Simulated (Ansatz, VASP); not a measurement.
One calculation of Si5Ge, two programs

File INCAR:

```
SYSTEM = Si5Ge
ALGO = Normal ; EDIFF = 1E-6
EDIFFG = -0.04 ; ENCUT = 600
GGA = PE ; IBRION = 2
ISIF = 3 ; ISMEAR = 0
LASPH = .TRUE. ; LCHARG = .FALSE.
LREAL = .FALSE. ; LWAVE = .FALSE.
NELM = 100 ; NSW = 90
PREC = Accurate ; SIGMA = 0.1
```

Contents of KPOINTS:

```
k-points
0
G
  6 4 2
  0 0 0
```

POSCAR

```
Si5Ge
1.0
    2.8211855700      0.0000000000      0.0000000000
    0.0000000000      3.9897589000      0.0000000000
    0.0000000000      0.0000000000      8.4635567200
Si Ge
5 1
Direct
    0.0000000000      0.0000000000      0.8333333300
    0.5000000000      0.5000000000      0.0000000000
    0.0000000000      0.0000000000      0.1666666700
    0.5000000000      0.5000000000      0.3333333300
    0.5000000000      0.5000000000      0.6666666700
    0.0000000000      0.0000000000      0.5000000000
```

Input for Ansatz:

```yaml
crystal:
  lattice:
    - [2.82118557, 0.0, 0.0]
    - [0.0, 3.9897589, 0.0]
    - [0.0, 0.0, 8.46355672]
  atoms:
    - { symbol: Si, position: [0.0, 0.0, 0.83333333] }
    - { symbol: Si, position: [0.5, 0.5, 0.0] }
    - { symbol: Si, position: [0.0, 0.0, 0.16666667] }
    - { symbol: Si, position: [0.5, 0.5, 0.33333333] }
    - { symbol: Si, position: [0.5, 0.5, 0.66666667] }
    - { symbol: Ge, position: [0.0, 0.0, 0.5] }
basis:
  ecutwfc: 420
kpoints:
  mp_grid: { grid: [6, 4, 2] }
hamiltonian:
  xc: pbe
scf:
  occupations: { method: gaussian, width: 0.1 }
  lower_state_search: "off"
output:
  forces: true
  stress: true
  eigenvalues: true
relax:
  adjacent_minimum: "off"
  f_tol: 0.04
  max_steps: 70
  cell: { stress_tol: 0.4 }
```

Alike in both runs: task relaxation of cell and atoms; functional PBE; k mesh 6 × 4 × 2; occupations gaussian, width 0.1 eV; no spin polarisation.

|  | VASP | Ansatz |
| --- | --- | --- |
| version | VASP 6.6.1 | Ansatz 0.2.0 |
| potentials or method | VASP PAW PBE potentials, release 64 (Si, Ge_d), cutoff 600 eV | scalar-relativistic, plane waves, PAW |
| valence electrons in the cell | 34 | 34 |

Ansatz gave:

| Item | Value |
| --- | --- |
| gap on the k mesh at the Fermi level, each at its own relaxed structure (eV) | none |
| relaxed volume (Å³/atom) | 15.50 |
| relaxed cell length with the largest relative difference (Å) | 2.837 |

**Question.** Which values does VASP return?

**Answer.** gap on the k mesh at the Fermi level, each at its own relaxed structure (eV): none; relaxed volume (Å³/atom): 15.51; relaxed cell length with the largest relative difference (Å): 2.841.

A gap of «none» marks a metal or a gap that the smearing closes.

The k mesh is coarse, so the values compare programs but aren't converged. Noted on VASP's run: too few bands were computed for a metal, which touches its energy and stress.
